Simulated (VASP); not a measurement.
# Rh (Fd-3m) in VASP: single point with r2SCAN

Aim: the single point of Rh with r2SCAN.

Program: VASP 6.6.1. These are calculated values, not measurements. Logs are shortened: lines on timing, memory, paths and dates and some standing lists are left out, and cuts for length are marked.

## (1) The cell of the first run

The structure is cubic, space group Fd-3m (No. 227). The conventional cell has a = 5.462 Å, b = 5.462 Å, c = 5.462 Å, α = 90.00°, β = 90.00°, γ = 90.00°. Rh (site symmetry -43m) has 4 Rh at 2.37 Å within 3.1 Å.

## (2) Single point, r2SCAN, collinear spin, ferromagnetic start

Contents of POSCAR:

```
Rh
1.0
    0.0000000000      2.7311425060      2.7311425060
    2.7311425060      0.0000000000      2.7311425060
    2.7311425060      2.7311425060      0.0000000000
Rh
2
Direct
    0.1250000000      0.1250000000      0.1250000000
    0.8750000000      0.8750000000      0.8750000000
```

Contents of INCAR.step1:

```
  ALGO = Normal
  EDIFF = 1E-4
  ENCUT = 520
  GGA = PE
  ISMEAR = -1
  ISPIN = 2
  LASPH = T
  LCHARG = F
  LMAXMIX = 4
  LREAL = F
  LWAVE = T
  MAGMOM = 1 1
  NBANDS = 26
  NELM = 150
  PREC = Accurate
  SIGMA = 0.05
```

Contents of INCAR.step2:

```
  ALGO = Normal
  EDIFF = 1E-6
  ENCUT = 520
  ISIF = 2
  ISMEAR = -1
  ISPIN = 2
  ISTART = 1
  LASPH = T
  LCHARG = F
  LMAXMIX = 4
  LMIXTAU = T
  LORBIT = 11
  LREAL = F
  LWAVE = F
  MAGMOM = 1 1
  METAGGA = R2SCAN
  NBANDS = 26
  NELM = 150
  PREC = Accurate
  SIGMA = 0.05
```

Contents of KPOINTS:

```
k-points
0
Gamma
  10 10 10
```

Potentials or basis: VASP PAW PBE potentials, release 64 (Rh_pv).

On the command line:

```console
$ cat potpaw_PBE.64/Rh_pv/POTCAR > POTCAR
$ cp INCAR.step1 INCAR
$ mpirun -np 1 vasp_std > vasp.out
$ cp INCAR.step2 INCAR
$ mpirun -np 1 vasp_std > vasp.out
```

OUTCAR:

```text
EDIFF = 1E-6
   ENCUT = 520
   ISIF = 2
   ISMEAR = -1
   ISPIN = 2
   ISTART = 1
   LASPH = T
   LORBIT = 11
   LREAL = F
   METAGGA = R2SCAN
   NELM = 150
   PREC = Accurate

 ion  position               nearest neighbor table
   1  0.125  0.125  0.125-   2 2.37   2 2.37   2 2.37   2 2.37
   2  0.875  0.875  0.875-   1 2.37   1 2.37   1 2.37   1 2.37

  LATTYP: Found a face centered cubic cell.
 ALAT       =     5.4622850120

  Lattice vectors:

 A1 = (   0.0000000000,   2.7311425060,   2.7311425060)
 A2 = (   2.7311425060,   0.0000000000,   2.7311425060)
 A3 = (   2.7311425060,   2.7311425060,   0.0000000000)

Analysis of symmetry for initial positions (statically):
=====================================================================
 Subroutine PRICEL returns:
 Original cell was already a primitive cell.

 Routine SETGRP: Setting up the symmetry group for a
 face centered cubic supercell.

 Subroutine GETGRP returns: Found 48 space group operations
 (whereof 12 operations were pure point group operations)
 out of a pool of 48 trial point group operations.

The static configuration has the point symmetry D_3d.
 The point group associated with its full space group is O_h .

Analysis of symmetry for dynamics (positions and initial velocities):
=====================================================================
 Subroutine PRICEL returns:
 Original cell was already a primitive cell.

 Routine SETGRP: Setting up the symmetry group for a
 face centered cubic supercell.

 Subroutine GETGRP returns: Found 48 space group operations
 (whereof 12 operations were pure point group operations)
 out of a pool of 48 trial point group operations.

The dynamic configuration has the point symmetry D_3d.
 The point group associated with its full space group is O_h .

Analysis of structural, dynamic, and magnetic symmetry:
=====================================================================
 Subroutine PRICEL returns:
 Original cell was already a primitive cell.

 Routine SETGRP: Setting up the symmetry group for a
 face centered cubic supercell.

 Subroutine GETGRP returns: Found 48 space group operations
 (whereof 12 operations were pure point group operations)
 out of a pool of 48 trial point group operations.

The overall configuration has the point symmetry D_3d.
 The point group associated with its full space group is O_h .

 Subroutine INISYM returns: Found 48 space group operations
 (whereof 12 operations are pure point group operations),
 and found     1 'primitive' translations

----------------------------------------------------------------------------------------

                                     Primitive cell

  volume of cell :      40.7439

  direct lattice vectors                    reciprocal lattice vectors
     0.000000000  2.731142506  2.731142506    -0.183073567  0.183073567  0.183073567
     2.731142506  0.000000000  2.731142506     0.183073567 -0.183073567  0.183073567
     2.731142506  2.731142506  0.000000000     0.183073567  0.183073567 -0.183073567

  length of vectors
     3.862418773  3.862418773  3.862418773     0.317092719  0.317092719  0.317092719

  position of ions in fractional coordinates (direct lattice)
     0.125000000  0.125000000  0.125000000
     0.875000000  0.875000000  0.875000000

  ion indices of the primitive-cell ions
   primitive index   ion index
                 1           1
                 2           2

----------------------------------------------------------------------------------------

 KPOINTS: k-points

Automatic generation of k-mesh.
 Grid dimensions read from file:
 generate k-points for:   10   10   10

 Generating k-lattice:

  Cartesian coordinates                     Fractional coordinates (reciprocal lattice)
    -0.018307357  0.018307357  0.018307357     0.100000000  0.000000000  0.000000000
     0.018307357 -0.018307357  0.018307357     0.000000000  0.100000000  0.000000000
     0.018307357  0.018307357 -0.018307357     0.000000000  0.000000000  0.100000000

  Length of vectors
     0.031709272  0.031709272  0.031709272

  Shift w.r.t. Gamma in fractional coordinates (k-lattice)
     0.000000000  0.000000000  0.000000000

 Subroutine IBZKPT returns following result:
 ===========================================

 Found     47 irreducible k-points:

 Following reciprocal coordinates:
            Coordinates               Weight
  0.000000  0.000000  0.000000      1.000000
  0.100000  0.000000  0.000000      8.000000
  0.200000  0.000000  0.000000      8.000000
  0.300000  0.000000  0.000000      8.000000
  0.400000  0.000000  0.000000      8.000000
  0.500000  0.000000  0.000000      4.000000
[... 16 lines left out ...]
  0.300000  0.300000  0.000000      6.000000
  0.400000  0.300000  0.000000     24.000000
 [... further k-points ...]
   k-points           NKPTS =     47   k-points in BZ     NKDIM =     47   number of bands    NBANDS=     26
   number of dos      NEDOS =    301   number of ions     NIONS =      2
   total plane-waves  NPLWV =  27000
   dimension x,y,z NGX =    30 NGY =   30 NGZ =   30
   dimension x,y,z NGXF=    60 NGYF=   60 NGZF=   60
   ions per type =               2
   NGX,Y,Z   is equivalent  to a cutoff of  12.91, 12.91, 12.91 a.u.
   NGXF,Y,Z  is equivalent  to a cutoff of  25.83, 25.83, 25.83 a.u.
 SYSTEM =  unknown system
   PREC   = accura    normal or accurate (medium, high low for compatibility)
   ISTART =      1    job   : 0-new  1-cont  2-samecut
   ICHARG =      0    charge: 1-file 2-atom 10-const
   ISPIN  =      2    spin polarized calculation?
   LNONCOLLINEAR =      F non collinear calculations
   LSORBIT =      F    spin-orbit coupling
   LASPH  =      T    aspherical Exc in radial PAW
   ENCUT  =  520.0 eV  38.22 Ry    6.18 a.u.   7.18  7.18  7.18*2*pi/ulx,y,z
   NELM   =    150;   NELMIN=  2; NELMDL=  0     # of ELM steps
   EDIFF  = 0.1E-05   stopping-criterion for ELM
   LREAL  =      F    real-space projection
   EDIFFG = 0.1E-04   stopping-criterion for IOM
   NSW    =      0    number of steps for IOM
   IBRION =     -1    ionic relax: 0-MD 1-quasi-New 2-CG
   NFREE  =      0    steps in history (QN), initial steepest desc. (CG)
   ISIF   =      2    stress and relaxation
   ISYM   =      2    0-nonsym 1-usesym 2-fastsym
   POTIM  = 0.5000    time-step for ionic-motion
   TEBEG  =    0.0;   TEEND  =   0.0 temperature during run
   PSTRESS=    0.0 pullay stress
   NELECT =      30.0000    total number of electrons
   NUPDOWN=      -1.0000    fix difference up-down
   EMIN   =  10.00;   EMAX   =-10.00  energy-range for DOS
   EFERMI =   0.00;   METHOD = LEGACY
   ISMEAR =    -1;   SIGMA  =   0.05  broadening in eV -4-tet -1-fermi 0-gaus
   EFERMI_NEDOS =   21; number of points for ismear=-14 and -15
   IALGO  =     38    algorithm
   IMIX   =      4    mixing-type and parameters
     AMIX     =   0.40;   BMIX     =  1.00
     AMIX_MAG =   1.60;   BMIX_MAG =  1.00
  volume/ion in A,a.u.               =      20.37       137.48
  Fermi-wavevector in a.u.,A,eV,Ry     =   1.478294  2.793571 29.733545  2.185354
  Thomas-Fermi vector in A             =   2.592593
   LORBIT       =     11    0 simple, 1 ext, 2 COOP (PROOUT), +10 PAW based schemes
   METAGGA = R2SCAN    functional components
   LHFCALC =     F    Hartree Fock is set to
   AEXX    =    0.0000 exact exchange contribution
   IVDW    =     0    specifies the selected vdW correction
   LEPSILON=     F    determine dielectric tensor
   LRPA    =     F    only Hartree local field effects (RPA)
 spin polarized calculation
  energy-cutoff  :      520.00
  volume of cell :       40.74
 maximum number of plane-waves:      1113
 NGX is ok and might be reduce to    30
   NGX = 15   NGY = 15   NGZ = 15

 number of electron      30.0000000 magnetization      -0.0010716

 Free energy of the ion-electron system (eV)
  ---------------------------------------------------
  ext. energy  EPLUGINS =         0.00000000
  ---------------------------------------------------
  free energy    TOTEN  =       -46.05717668 eV

  energy without entropy =      -46.03055271  energy(sigma->0) =      -46.04386470

 E-fermi :   6.6428     XC(G=0): -12.0089

 val. band max:        6.6271594889   @ k =   0.5000   0.2000   0.0000
 cond. band min:       6.6456557650   @ k =   0.4000   0.4000   0.0000
 fundamental gap:      0.0184962761
 Fermi energy:         6.6428142787

 spin component 1

 k-point     1 :       0.0000    0.0000    0.0000
  band No.  band energies     occupation
      1     -42.0693      1.00000
      2     -42.0693      1.00000
      3     -42.0693      1.00000
      4     -41.3581      1.00000
      5     -41.3581      1.00000
      6     -41.3581      1.00000
[... 18 lines left out ...]
     25      20.7649      0.00000
     26      22.2750      0.00000
[... 644 lines left out ...]
      4     -41.5545      1.00000
      5     -41.2354      1.00000
      6     -41.2305      1.00000
[... 18 lines left out ...]
     25      24.6982      0.00000
     26      25.0218      0.00000

 [... further k-points ...]

 spin component 2

 k-point     1 :       0.0000    0.0000    0.0000
  band No.  band energies     occupation
      1     -42.0698      1.00000
      2     -42.0698      1.00000
      3     -42.0698      1.00000
      4     -41.3587      1.00000
      5     -41.3587      1.00000
      6     -41.3587      1.00000
[... 18 lines left out ...]
     25      20.7647      0.00000
     26      22.2748      0.00000
[... 644 lines left out ...]
      4     -41.5551      1.00000
      5     -41.2360      1.00000
      6     -41.2311      1.00000
[... 18 lines left out ...]
     25      24.6981      0.00000
     26      25.0217      0.00000

 [... further k-points ...]
[... 5 lines left out ...]
  --------------------------------------------------------------------------------------
  -------------------------------------------------------------------------------------
  Total        0.1622635      0.1622635      0.1622635     -0.0000000      0.0000000      0.0000000
  in kB        6.3806992      6.3806992      6.3806992     -0.0000000      0.0000000      0.0000000
  external PRESSURE =       6.3806992 kB  Pullay stress =       0.0000000 kB

 VOLUME and BASIS-vectors are now :
 -----------------------------------------------------------------------------
  energy-cutoff  :      520.00
  volume of cell :       40.74
      direct lattice vectors                 reciprocal lattice vectors
     0.000000000  2.731142506  2.731142506    -0.183073567  0.183073567  0.183073567
     2.731142506  0.000000000  2.731142506     0.183073567 -0.183073567  0.183073567
     2.731142506  2.731142506  0.000000000     0.183073567  0.183073567 -0.183073567

 POSITION                                       TOTAL-FORCE (eV/Angst)
 -----------------------------------------------------------------------------------
      0.68279      0.68279      0.68279         0.000000     -0.000000     -0.000000
      4.77950      4.77950      4.77950        -0.000000      0.000000      0.000000
 -----------------------------------------------------------------------------------
    total drift:                               -0.000000      0.000000      0.000000

  FREE ENERGIE OF THE ION-ELECTRON SYSTEM (eV)
  ---------------------------------------------------
  free  energy   TOTEN  =       -46.0571766777 eV

  energy  without entropy=      -46.0305527149  energy(sigma->0) =      -46.04386470

 total charge

# of ion       s       p       d       tot
------------------------------------------
    1        0.474   6.227   7.179  13.879
    2        0.474   6.227   7.179  13.879
--------------------------------------------------
tot          0.947  12.454  14.357  27.759

 magnetization (x)

# of ion       s       p       d       tot
------------------------------------------
    1        0.000  -0.000  -0.000  -0.000
    2        0.000  -0.000  -0.000  -0.000
--------------------------------------------------
tot          0.000  -0.000  -0.001  -0.001
```

Wall time 14 min (1 thread of AMD EPYC 7R13, shared host); peak memory 0.21 GiB.

What came out:

```yaml
Free_energy: -46.0572 eV
Pressure: 0.6 GPa
Band_gap_on_the_k_mesh: zero (filled and empty bands overlap)
Net_moment: 0.00 μB per cell
Valence_electrons_inside_the_program's_atomic_spheres: Rh 13.88
```

Caveat: the PAW data sets were made with another functional, which shifts forces and pressure a little.
